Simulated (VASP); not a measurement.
# Y2MgC2 (P4/mmm) in VASP: single point with PBE

Aim: the single point of Y2MgC2 with PBE.

All numbers are computed with VASP 6.6.1; they aren't measurements. Logs are shortened: lines on timing, memory, paths and dates and some standing lists are left out, and cuts for length are marked.

## (1) The cell of the first run

Symmetry: P4/mmm, No. 123, tetragonal system. The conventional cell has a = 5.499 Å, b = 5.499 Å, c = 4.001 Å, α = 90.00°, β = 90.00°, γ = 90.00°. Within 3.6 Å of Y (site symmetry mmm) lie 2 Mg at 2.75 Å and 4 C at 3.07 Å. Within 3.6 Å of Mg (site symmetry 4/mmm) lie 4 Y at 2.75 Å. Within 1.7 Å of C (site symmetry 4mm) lie 1 C at 1.27 Å.

The cell was generated, and may not be a known phase.

## (2) Single point, PBE

Input file INCAR:

```
PREC     = Accurate       # precision mode
ENCUT    = 750            # plane-wave cutoff, eV
EDIFF    = 1E-6           # SCF threshold, eV
ISMEAR   = 0              # smearing method
SIGMA    = 0.1            # smearing width, eV
LREAL    = False          # projectors in reciprocal space
LASPH    = True           # aspherical terms in the spheres
NELM     = 120            # most SCF steps
ALGO     = Normal         # electronic algorithm
ISIF     = 2              # what is computed and relaxed
LWAVE    = False          # write WAVECAR
LCHARG   = True           # write CHGCAR
GGA      = PE             # functional
LELF     = True           # ELF
LVHAR    = True         
NBANDS   = 28             # bands
GGA_COMPAT= False
```

Input file KPOINTS:

```
Automatic mesh
0
Gamma
  8 8 10
```

Input file POSCAR:

```
Y2MgC2
1.0
    5.4988742776      0.0000000000      0.0000000000
    0.0000000000      5.4988742776      0.0000000000
    0.0000000000      0.0000000000      4.0012267119
Y Mg C
2 1 2
Direct
    0.5000000000      0.0000000000      0.0000000000
    0.0000000000      0.5000000000      0.0000000000
    0.0000000000      0.0000000000      0.0000000000
    0.5000000000      0.5000000000      0.3409981427
    0.5000000000      0.5000000000      0.6590018573
```

Potentials or basis: VASP PAW PBE potentials, release 64 (Y_sv, Mg_sv, C).

Run with:

```console
> cat potpaw_PBE.64/Y_sv/POTCAR potpaw_PBE.64/Mg_sv/POTCAR potpaw_PBE.64/C/POTCAR > POTCAR
> mpirun -np 1 vasp_std > vasp.out
```

OUTCAR:

```text
PREC = Accurate
   ENCUT = 750
   EDIFF = 1E-6
   ISMEAR = 0
   LREAL = False
   LASPH = True
   NELM = 120
   ISIF = 2
   GGA = PE

 ion  position               nearest neighbor table
   1  0.500  0.000  0.000-   3 2.75   3 2.75   5 3.07   4 3.07   5 3.07   4 3.07   2 3.89   2 3.89
                             2 3.89   2 3.89
   2  0.000  0.500  0.000-   3 2.75   3 2.75   5 3.07   4 3.07   4 3.07   5 3.07   1 3.89   1 3.89
                             1 3.89   1 3.89
   3  0.000  0.000  0.000-   1 2.75   2 2.75   2 2.75   1 2.75
   4  0.500  0.500  0.341-   5 1.27   2 3.07   1 3.07   1 3.07   2 3.07
   5  0.500  0.500  0.659-   4 1.27   2 3.07   1 3.07   1 3.07   2 3.07

  LATTYP: Found a simple tetragonal cell.
 ALAT       =     5.4988742776
 C/A-ratio  =     0.7276446978

  Lattice vectors:

 A1 = (   5.4988742776,   0.0000000000,   0.0000000000)
 A2 = (   0.0000000000,   5.4988742776,   0.0000000000)
 A3 = (   0.0000000000,   0.0000000000,   4.0012267119)

Analysis of symmetry for initial positions (statically):
=====================================================================
 Subroutine PRICEL returns:
 Original cell was already a primitive cell.

 Routine SETGRP: Setting up the symmetry group for a
 simple tetragonal supercell.

 Subroutine GETGRP returns: Found 16 space group operations
 (whereof 16 operations were pure point group operations)
 out of a pool of 16 trial point group operations.

The static configuration has the point symmetry D_4h.

Analysis of symmetry for dynamics (positions and initial velocities):
=====================================================================
 Subroutine PRICEL returns:
 Original cell was already a primitive cell.

 Routine SETGRP: Setting up the symmetry group for a
 simple tetragonal supercell.

 Subroutine GETGRP returns: Found 16 space group operations
 (whereof 16 operations were pure point group operations)
 out of a pool of 16 trial point group operations.

The dynamic configuration has the point symmetry D_4h.

 Subroutine INISYM returns: Found 16 space group operations
 (whereof 16 operations are pure point group operations),
 and found     1 'primitive' translations

----------------------------------------------------------------------------------------

                                     Primitive cell

  volume of cell :     120.9876

[... 95 lines left out ...]
   LREAL  =      F    real-space projection
   EDIFFG = 0.1E-04   stopping-criterion for IOM
   NSW    =      0    number of steps for IOM
   IBRION =     -1    ionic relax: 0-MD 1-quasi-New 2-CG
   NFREE  =      0    steps in history (QN), initial steepest desc. (CG)
   ISIF   =      2    stress and relaxation
   ISYM   =      2    0-nonsym 1-usesym 2-fastsym
   POTIM  = 0.5000    time-step for ionic-motion
   TEBEG  =    0.0;   TEEND  =   0.0 temperature during run
   PSTRESS=    0.0 pullay stress
   NELECT =      40.0000    total number of electrons
   NUPDOWN=      -1.0000    fix difference up-down
   EMIN   =  10.00;   EMAX   =-10.00  energy-range for DOS
   EFERMI =   0.00;   METHOD = LEGACY
   ISMEAR =     0;   SIGMA  =   0.10  broadening in eV -4-tet -1-fermi 0-gaus
   EFERMI_NEDOS =   21; number of points for ismear=-14 and -15
   IALGO  =     38    algorithm
   IMIX   =      4    mixing-type and parameters
     AMIX     =   0.40;   BMIX     =  1.00
     AMIX_MAG =   1.60;   BMIX_MAG =  1.00
  volume/ion in A,a.u.               =      24.20       163.29
  Fermi-wavevector in a.u.,A,eV,Ry     =   1.132004  2.139177 17.434951  1.281433
  Thomas-Fermi vector in A             =   2.268704
   LORBIT       =      0    0 simple, 1 ext, 2 COOP (PROOUT), +10 PAW based schemes
   GGA     = PE    functional components
   LHFCALC =     F    Hartree Fock is set to
   AEXX    =    0.0000 exact exchange contribution
   IVDW    =     0    specifies the selected vdW correction
   LEPSILON=     F    determine dielectric tensor
   LRPA    =     F    only Hartree local field effects (RPA)
 non-spin polarized calculation
 Gauss-broadening in eV      SIGMA  =   0.10
  energy-cutoff  :      750.00
  volume of cell :      120.99
 maximum number of plane-waves:      5686
 NGX is ok and might be reduce to    50
   NGX = 25   NGY = 25   NGZ = 17

 number of electron      40.0000012 magnetization

 Free energy of the ion-electron system (eV)
  ---------------------------------------------------
  ext. energy  EPLUGINS =         0.00000000
  ---------------------------------------------------
  free energy    TOTEN  =       -27.22833328 eV

  energy without entropy =      -27.20708005  energy(sigma->0) =      -27.21770666

 E-fermi :   2.4569     XC(G=0):  -8.8983

 val. band max:        2.4553051810   @ k =   0.2500   0.2500   0.1000
 cond. band min:       2.4604376887   @ k =   0.0000   0.0000   0.3000
 fundamental gap:      0.0051325077
 Fermi energy:         2.4569119953

 k-point     1 :       0.0000    0.0000    0.0000
  band No.  band energies     occupation
      1     -72.9491      2.00000
      2     -41.0387      2.00000
      3     -41.0238      2.00000
      4     -39.7348      2.00000
      5     -39.7348      2.00000
      6     -39.6866      2.00000
[... 733 lines left out ...]
     27       5.2644      0.00000
     28       5.4808      0.00000

 [... further k-points ...]

------------------------ aborting loop because EDIFF is reached ----------------------------------------

  FORCE on cell =-STRESS in cart. coord.  units (eV):
  Direction    XX          YY          ZZ          XY          YZ          ZX
  --------------------------------------------------------------------------------------
  -------------------------------------------------------------------------------------
  Total       -0.1399794     -0.1399794     -0.0800449      0.0000000     -0.0000000      0.0000000
  in kB       -1.8536770     -1.8536770     -1.0599938      0.0000000     -0.0000000      0.0000000
  external PRESSURE =      -1.5891159 kB  Pullay stress =       0.0000000 kB

 VOLUME and BASIS-vectors are now :
 -----------------------------------------------------------------------------
  energy-cutoff  :      750.00
  volume of cell :      120.99
      direct lattice vectors                 reciprocal lattice vectors
     5.498874278  0.000000000  0.000000000     0.181855403  0.000000000  0.000000000
     0.000000000  5.498874278  0.000000000     0.000000000  0.181855403  0.000000000
     0.000000000  0.000000000  4.001226712     0.000000000  0.000000000  0.249923354

 POSITION                                       TOTAL-FORCE (eV/Angst)
 -----------------------------------------------------------------------------------
      2.74944      0.00000      0.00000         0.000000      0.000000     -0.000000
      0.00000      2.74944      0.00000         0.000000      0.000000     -0.000000
      0.00000      0.00000      0.00000         0.000000      0.000000     -0.000000
      2.74944      2.74944      1.36441         0.000000     -0.000000     -0.096204
      2.74944      2.74944      2.63682         0.000000      0.000000      0.096204
 -----------------------------------------------------------------------------------
    total drift:                                0.000000      0.000000     -0.000000

  FREE ENERGIE OF THE ION-ELECTRON SYSTEM (eV)
  ---------------------------------------------------
  free  energy   TOTEN  =       -27.2283332765 eV

  energy  without entropy=      -27.2070800501  energy(sigma->0) =      -27.21770666
```

Run time: 8.7 min. Hardware: 1 thread of Intel Xeon Platinum 8488C (Sapphire Rapids), shared host; peak memory 0.66 GiB.

What came out:

* Free energy: -27.2283 eV
* Pressure: -0.2 GPa
* Largest force: 0.096 eV/Å
* Band gap on the k mesh: zero (bands 20 and 21 overlap by 0.86 eV)

Forces on the atoms (eV/Å):
```
Y    0.000  0.000  0.000
Y    0.000  0.000  0.000
Mg   0.000  0.000  0.000
C    0.000  0.000 -0.096
C    0.000  0.000  0.096
```

Levels at points of the mesh, in eV from the Fermi level:
```tsv
k point	band 18	band 19	band 20	band 21	band 22	band 23
(0.00, 0.00, 0.00)	-3.59	-0.46	-0.38	-0.06	1.17	1.17
(0.50, 0.00, 0.00)	-2.71	-1.26	-0.16	0.28	0.31	1.38
(0.50, 0.50, 0.00)	-2.48	-0.96	-0.96	0.24	0.24	0.98
(0.00, 0.00, 0.50)	-1.34	-0.08	0.18	0.66	0.66	1.37
(0.50, 0.00, 0.50)	-1.21	-0.64	-0.17	0.30	0.32	0.44
(0.50, 0.50, 0.50)	-1.49	-1.49	-1.40	-0.68	0.73	0.73
```
